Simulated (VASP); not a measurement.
# AlN (F-43m) in VASP: single point with r2SCAN

Aim: the single point of AlN with r2SCAN.

Program: VASP 6.6.1. These are calculated values, not measurements. Logs are shortened: lines on timing, memory, paths and dates and some standing lists are left out, and cuts for length are marked.

## 1. The cell of the first run

It takes space group F-43m (No. 216, cubic). The conventional cell has a = 4.378 Å, b = 4.378 Å, c = 4.378 Å, α = 90.00°, β = 90.00°, γ = 90.00°. Al (site symmetry -43m) has 4 N at 1.90 Å within 2.5 Å. N (site symmetry -43m) has 4 Al at 1.90 Å within 2.5 Å.

## 2. Single point, r2SCAN

The input, POSCAR:

```
AlN
1.0
    0.0000000000      2.1888704971      2.1888704971
    2.1888704971      0.0000000000      2.1888704971
    2.1888704971      2.1888704971      0.0000000000
Al N
1 1
Direct
    0.0000000000      0.0000000000      0.0000000000
    0.2500000000      0.2500000000      0.2500000000
```

The input, INCAR.step1:

```
ALGO = Normal
EDIFF = 1E-5
ENCUT = 660
GGA = PE
GGA_COMPAT = F
ISMEAR = 0
LASPH = T
LCHARG = F
LREAL = F
LWAVE = T
NBANDS = 11
NELM = 120
PREC = Accurate
SIGMA = 0.02
```

The input, INCAR.step2:

```
ALGO = Normal
EDIFF = 1E-6
ENCUT = 660
GGA_COMPAT = F
ISIF = 2
ISMEAR = 0
ISTART = 1
LASPH = T
LCHARG = F
LMIXTAU = T
LREAL = F
LWAVE = F
METAGGA = R2SCAN
NBANDS = 11
NELM = 120
PREC = Accurate
SIGMA = 0.02
```

The input, KPOINTS:

```
k-points
0
Gamma
  10 10 10
```

Potentials or basis: VASP PAW PBE potentials, release 64 (Al, N).

Launch:

```bash
cat potpaw_PBE.64/Al/POTCAR potpaw_PBE.64/N/POTCAR > POTCAR
cp INCAR.step1 INCAR
mpirun -np 1 vasp_std > vasp.out
cp INCAR.step2 INCAR
mpirun -np 1 vasp_std > vasp.out
```

OUTCAR:

```text
EDIFF = 1E-6
   ENCUT = 660
   ISIF = 2
   ISMEAR = 0
   ISTART = 1
   LASPH = T
   LREAL = F
   METAGGA = R2SCAN
   NELM = 120
   PREC = Accurate

 ion  position               nearest neighbor table
   1  0.000  0.000  0.000-   2 1.90   2 1.90   2 1.90   2 1.90
   2  0.250  0.250  0.250-   1 1.90   1 1.90   1 1.90   1 1.90

  LATTYP: Found a face centered cubic cell.
 ALAT       =     4.3777409942

  Lattice vectors:

 A1 = (   0.0000000000,   2.1888704971,   2.1888704971)
 A2 = (   2.1888704971,   0.0000000000,   2.1888704971)
 A3 = (   2.1888704971,   2.1888704971,   0.0000000000)

Analysis of symmetry for initial positions (statically):
=====================================================================
 Subroutine PRICEL returns:
 Original cell was already a primitive cell.

 Routine SETGRP: Setting up the symmetry group for a
 face centered cubic supercell.

 Subroutine GETGRP returns: Found 24 space group operations
 (whereof 24 operations were pure point group operations)
 out of a pool of 48 trial point group operations.

The static configuration has the point symmetry T_d .

Analysis of symmetry for dynamics (positions and initial velocities):
=====================================================================
 Subroutine PRICEL returns:
 Original cell was already a primitive cell.

 Routine SETGRP: Setting up the symmetry group for a
 face centered cubic supercell.

 Subroutine GETGRP returns: Found 24 space group operations
 (whereof 24 operations were pure point group operations)
 out of a pool of 48 trial point group operations.

The dynamic configuration has the point symmetry T_d .

 Subroutine INISYM returns: Found 24 space group operations
 (whereof 24 operations are pure point group operations),
 and found     1 'primitive' translations

----------------------------------------------------------------------------------------

                                     Primitive cell

  volume of cell :      20.9744

  direct lattice vectors                    reciprocal lattice vectors
     0.000000000  2.188870497  2.188870497    -0.228428315  0.228428315  0.228428315
     2.188870497  0.000000000  2.188870497     0.228428315 -0.228428315  0.228428315
     2.188870497  2.188870497  0.000000000     0.228428315  0.228428315 -0.228428315

  length of vectors
     3.095530343  3.095530343  3.095530343     0.395649448  0.395649448  0.395649448

  position of ions in fractional coordinates (direct lattice)
     0.000000000  0.000000000  0.000000000
     0.250000000  0.250000000  0.250000000

  ion indices of the primitive-cell ions
   primitive index   ion index
                 1           1
                 2           2

----------------------------------------------------------------------------------------

 KPOINTS: k-points

Automatic generation of k-mesh.
 Grid dimensions read from file:
 generate k-points for:   10   10   10

 Generating k-lattice:

  Cartesian coordinates                     Fractional coordinates (reciprocal lattice)
    -0.022842832  0.022842832  0.022842832     0.100000000  0.000000000  0.000000000
     0.022842832 -0.022842832  0.022842832     0.000000000  0.100000000  0.000000000
     0.022842832  0.022842832 -0.022842832     0.000000000  0.000000000  0.100000000

  Length of vectors
     0.039564945  0.039564945  0.039564945

  Shift w.r.t. Gamma in fractional coordinates (k-lattice)
     0.000000000  0.000000000  0.000000000

 Subroutine IBZKPT returns following result:
 ===========================================

 Found     47 irreducible k-points:

 Following reciprocal coordinates:
            Coordinates               Weight
  0.000000  0.000000  0.000000      1.000000
  0.100000  0.000000  0.000000      8.000000
  0.200000  0.000000  0.000000      8.000000
  0.300000  0.000000  0.000000      8.000000
  0.400000  0.000000  0.000000      8.000000
  0.500000  0.000000  0.000000      4.000000
[... 16 lines left out ...]
  0.300000  0.300000  0.000000      6.000000
  0.400000  0.300000  0.000000     24.000000
 [... further k-points ...]
   k-points           NKPTS =     47   k-points in BZ     NKDIM =     47   number of bands    NBANDS=     11
   number of dos      NEDOS =    301   number of ions     NIONS =      2
   total plane-waves  NPLWV =  21952
   dimension x,y,z NGX =    28 NGY =   28 NGZ =   28
   dimension x,y,z NGXF=    56 NGYF=   56 NGZF=   56
   ions per type =               1   1
   NGX,Y,Z   is equivalent  to a cutoff of  15.04, 15.04, 15.04 a.u.
   NGXF,Y,Z  is equivalent  to a cutoff of  30.07, 30.07, 30.07 a.u.
 SYSTEM =  unknown system
   PREC   = accura    normal or accurate (medium, high low for compatibility)
   ISTART =      1    job   : 0-new  1-cont  2-samecut
   ICHARG =      0    charge: 1-file 2-atom 10-const
   ISPIN  =      1    spin polarized calculation?
   LNONCOLLINEAR =      F non collinear calculations
   LSORBIT =      F    spin-orbit coupling
   LASPH  =      T    aspherical Exc in radial PAW
   ENCUT  =  660.0 eV  48.51 Ry    6.96 a.u.   6.48  6.48  6.48*2*pi/ulx,y,z
   NELM   =    120;   NELMIN=  2; NELMDL=  0     # of ELM steps
   EDIFF  = 0.1E-05   stopping-criterion for ELM
   LREAL  =      F    real-space projection
   EDIFFG = 0.1E-04   stopping-criterion for IOM
   NSW    =      0    number of steps for IOM
   IBRION =     -1    ionic relax: 0-MD 1-quasi-New 2-CG
   NFREE  =      0    steps in history (QN), initial steepest desc. (CG)
   ISIF   =      2    stress and relaxation
   ISYM   =      2    0-nonsym 1-usesym 2-fastsym
   POTIM  = 0.5000    time-step for ionic-motion
   TEBEG  =    0.0;   TEEND  =   0.0 temperature during run
   PSTRESS=    0.0 pullay stress
   NELECT =       8.0000    total number of electrons
   NUPDOWN=      -1.0000    fix difference up-down
   EMIN   =  10.00;   EMAX   =-10.00  energy-range for DOS
   EFERMI =   0.00;   METHOD = LEGACY
   ISMEAR =     0;   SIGMA  =   0.02  broadening in eV -4-tet -1-fermi 0-gaus
   EFERMI_NEDOS =   21; number of points for ismear=-14 and -15
   IALGO  =     38    algorithm
   IMIX   =      4    mixing-type and parameters
     AMIX     =   0.40;   BMIX     =  1.00
     AMIX_MAG =   1.60;   BMIX_MAG =  1.00
  volume/ion in A,a.u.               =      10.49        70.77
  Fermi-wavevector in a.u.,A,eV,Ry     =   1.187248  2.243573 19.178197  1.409558
  Thomas-Fermi vector in A             =   2.323403
   LORBIT       =      0    0 simple, 1 ext, 2 COOP (PROOUT), +10 PAW based schemes
   METAGGA = R2SCAN    functional components
   LHFCALC =     F    Hartree Fock is set to
   AEXX    =    0.0000 exact exchange contribution
   IVDW    =     0    specifies the selected vdW correction
   LEPSILON=     F    determine dielectric tensor
   LRPA    =     F    only Hartree local field effects (RPA)
 non-spin polarized calculation
 Gauss-broadening in eV      SIGMA  =   0.02
  energy-cutoff  :      660.00
  volume of cell :       20.97
 maximum number of plane-waves:       869
 NGX is ok and might be reduce to    28
   NGX = 13   NGY = 13   NGZ = 13

 number of electron       7.9999999 magnetization

 Free energy of the ion-electron system (eV)
  ---------------------------------------------------
  ext. energy  EPLUGINS =         0.00000000
  ---------------------------------------------------
  free energy    TOTEN  =       -19.17824671 eV

  energy without entropy =      -19.17824671  energy(sigma->0) =      -19.17824671

 E-fermi :   5.8134     XC(G=0): -11.3882

 val. band max:        5.6308807368   @ k =   0.0000   0.0000   0.0000
 cond. band min:       9.5601149990   @ k =   0.5000   0.5000   0.0000
 fundamental gap:      3.9292342622
 Fermi energy:         5.8133818073

 k-point     1 :       0.0000    0.0000    0.0000
  band No.  band energies     occupation
      1     -10.0726      2.00000
      2       5.6309      2.00000
      3       5.6309      2.00000
      4       5.6309      2.00000
      5      10.4606      0.00000
      6      19.0836      0.00000
      7      19.0836      0.00000
      8      19.0836      0.00000
      9      24.1093      0.00000
     10      24.1093      0.00000
     11      25.8059      0.00000

 k-point     2 :       0.1000    0.0000    0.0000
  band No.  band energies     occupation
      1      -9.9271      2.00000
      2       4.8309      2.00000
      3       5.5791      2.00000
      4       5.5791      2.00000
      5      11.1210      0.00000
      6      18.7048      0.00000
      7      19.2233      0.00000
      8      19.2233      0.00000
      9      22.8869      0.00000
     10      22.8869      0.00000
     11      25.0062      0.00000

 k-point     3 :       0.2000    0.0000    0.0000
  band No.  band energies     occupation
      1      -9.5147      2.00000
      2       3.2129      2.00000
      3       5.4495      2.00000
      4       5.4495      2.00000
      5      12.2874      0.00000
      6      17.9159      0.00000
      7      19.1209      0.00000
      8      19.1209      0.00000
      9      22.3904      0.00000
     10      22.3904      0.00000
     11      24.1292      0.00000

 k-point     4 :       0.3000    0.0000    0.0000
  band No.  band energies     occupation
      1      -8.9217      2.00000
      2       1.5493      2.00000
      3       5.3002      2.00000
      4       5.3002      2.00000
      5      13.1827      0.00000
      6      17.1587      0.00000
      7      18.3947      0.00000
      8      18.3947      0.00000
      9      23.5544      0.00000
     10      23.5544      0.00000
     11      23.9768      0.00000

 k-point     5 :       0.4000    0.0000    0.0000
  band No.  band energies     occupation
      1      -8.3389      2.00000
      2       0.2653      2.00000
      3       5.1873      2.00000
      4       5.1873      2.00000
      5      13.6440      0.00000
      6      16.6135      0.00000
      7      17.7615      0.00000
      8      17.7615      0.00000
      9      24.4815      0.00000
     10      25.5193      0.00000
     11      25.5193      0.00000
[... 211 lines left out ...]
 k-point    21 :      -0.3000    0.2000    0.0000
  band No.  band energies     occupation
      1      -8.1852      2.00000
      2       1.0147      2.00000
      3       3.4315      2.00000
      4       5.1085      2.00000
      5      14.2864      0.00000
      6      15.4805      0.00000
      7      18.3671      0.00000
      8      18.7307      0.00000
      9      23.0079      0.00000
     10      25.5354      0.00000
     11      28.0784      0.00000

 k-point    22 :      -0.2000    0.2000    0.0000
  band No.  band energies     occupation
      1      -8.7263      2.00000
      2       1.8558      2.00000
      3       3.9363      2.00000
      4       5.3761      2.00000
      5      13.9407      0.00000
      6      16.3927      0.00000
      7      17.9545      0.00000
      8      18.9222      0.00000
      9      21.5244      0.00000
     10      25.2255      0.00000
     11      28.0586      0.00000

 k-point    23 :       0.3000    0.3000    0.0000
  band No.  band energies     occupation
      1      -8.5503      2.00000
      2       2.0912      2.00000
      3       4.3760      2.00000
      4       4.3760      2.00000
      5      11.6146      0.00000
      6      16.1753      0.00000
      7      18.4166      0.00000
      8      21.1675      0.00000
      9      21.1675      0.00000
     10      26.9395      0.00000
     11      30.6007      0.00000

 k-point    24 :       0.4000    0.3000    0.0000
  band No.  band energies     occupation
      1      -8.1028      2.00000
      2       1.4533      2.00000
      3       3.9189      2.00000
      4       4.2097      2.00000
      5      11.1873      0.00000
      6      16.0045      0.00000
      7      18.8452      0.00000
      8      21.2393      0.00000
      9      21.8049      0.00000
     10      27.9991      0.00000
     11      30.3792      0.00000

 [... further k-points ...]

------------------------ aborting loop because EDIFF is reached ----------------------------------------

  FORCE on cell =-STRESS in cart. coord.  units (eV):
  Direction    XX          YY          ZZ          XY          YZ          ZX
  --------------------------------------------------------------------------------------
  -------------------------------------------------------------------------------------
  Total       -0.1963790     -0.1963790     -0.1963790      0.0000000      0.0000000      0.0000000
  in kB      -15.0008370    -15.0008370    -15.0008370      0.0000000      0.0000000      0.0000000
  external PRESSURE =     -15.0008370 kB  Pullay stress =       0.0000000 kB

 VOLUME and BASIS-vectors are now :
 -----------------------------------------------------------------------------
  energy-cutoff  :      660.00
  volume of cell :       20.97
      direct lattice vectors                 reciprocal lattice vectors
     0.000000000  2.188870497  2.188870497    -0.228428315  0.228428315  0.228428315
     2.188870497  0.000000000  2.188870497     0.228428315 -0.228428315  0.228428315
     2.188870497  2.188870497  0.000000000     0.228428315  0.228428315 -0.228428315

 POSITION                                       TOTAL-FORCE (eV/Angst)
 -----------------------------------------------------------------------------------
      0.00000      0.00000      0.00000        -0.000000     -0.000000     -0.000000
      1.09444      1.09444      1.09444         0.000000      0.000000      0.000000
 -----------------------------------------------------------------------------------
    total drift:                                0.000000      0.000000      0.000000

  FREE ENERGIE OF THE ION-ELECTRON SYSTEM (eV)
  ---------------------------------------------------
  free  energy   TOTEN  =       -19.1782467142 eV

  energy  without entropy=      -19.1782467142  energy(sigma->0) =      -19.17824671
```

It took 63 s on 1 thread of Intel Xeon Platinum 8259CL at 2.50GHz (Skylake/Cascade Lake), shared host; peak memory 0.16 GiB.

What came out:

| Item | Value |
| --- | --- |
| Free energy | -19.1782 eV |
| Pressure | -1.5 GPa |
| Band gap on the k mesh | 3.93 eV (least direct gap 4.83 eV) |

Levels at points of the mesh, in eV from the valence-band top:
```
           k point  band 2  band 3  band 4  band 5  band 6  band 7
(0.00, 0.00, 0.00)    0.00    0.00    0.00    4.83   13.45   13.45
(0.50, 0.00, 0.00)   -5.87   -0.48   -0.48    8.15   10.78   11.90
(0.50, 0.50, 0.00)   -4.93   -1.80   -1.80    3.93    9.44   15.10
```

Caveat: the PAW data sets were made with another functional, which shifts forces and pressure a little. A k mesh can miss the band edges.
